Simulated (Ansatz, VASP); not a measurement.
# ZnSe in VASP and in Ansatz

The input INCAR:

```
SYSTEM = ZnSe
ALGO = Normal
EDIFF = 1E-6
ENCUT = 520
GGA = CA
ISIF = 2
ISMEAR = 0
LASPH = .True.
LCHARG = .False.
LREAL = .False.
LWAVE = .False.
NBANDS = 26
NELM = 100
PREC = Accurate
SIGMA = 0.05
```

File KPOINTS:

```
k-points
0
Gamma
  8 8 6
  0 0 0
```

File POSCAR:

```
ZnSe
1.0
    4.1030397429      0.0000000000      0.0000000000
    0.0000000000      4.1030397429      0.0000000000
    0.0000000000      0.0000000000      5.4151678808
Zn Se
2 2
Direct
    0.0000000000      0.0000000000      0.0000000000
    0.5000000000      0.5000000000      0.0000000000
    0.0000000000      0.5000000000      0.2984995820
    0.5000000000      0.0000000000      0.7015004180
```

Input for Ansatz:

```yaml
crystal:
  lattice:
    - [4.1030397429, 0.0, 0.0]
    - [0.0, 4.1030397429, 0.0]
    - [0.0, 0.0, 5.4151678808]
  atoms:
    - { symbol: Zn, position: [0.0, 0.0, 0.0] }
    - { symbol: Zn, position: [0.5, 0.5, 0.0] }
    - { symbol: Se, position: [0.0, 0.5, 0.298499582] }
    - { symbol: Se, position: [0.5, 0.0, 0.701500418] }
basis:
  ecutwfc: 520.0
kpoints:
  mp_grid: { grid: [8, 8, 6] }
hamiltonian:
  xc: lda
scf:
  occupations: { method: gaussian, width: 0.05 }
output:
  forces: true
  stress: true
  eigenvalues: true
```

Alike in both runs: task single point; functional LDA; k mesh 8 × 8 × 6; occupations gaussian, width 0.05 eV; no spin polarisation.

|  | VASP | Ansatz |
| --- | --- | --- |
| version | VASP 6.6.1 | Ansatz 0.2.0 |
| potentials or method | VASP PAW LDA potentials, release 64 (Zn, Se), cutoff 520 eV | scalar-relativistic, plane waves, PAW |
| valence electrons in the cell | 36 | 56 |

Ansatz gave:

* gap on the k mesh at the Fermi level (eV): 1.02
* least direct gap on the mesh (eV): 1.02
* pressure (GPa): -7.9
* traceless stress, the component that is largest in VASP (GPa): -1.52
* rms of the force components (eV/Å): 0.653

Task: Which values does VASP return?

Result: gap on the k mesh at the Fermi level (eV): 1.04; least direct gap on the mesh (eV): 1.04; pressure (GPa): -7.7; traceless stress, the component that is largest in VASP (GPa): -1.52; rms of the force components (eV/Å): 0.637.

LDA's correlation is that of Perdew and Zunger in VASP and of Perdew and Wang (1992) in Ansatz. Atom by atom the forces differ by 0.015 eV/Å (rms over components). VASP's potentials hold 36 valence electrons a cell and Ansatz's 56, so a difference there can come from the potentials and not from the codes.
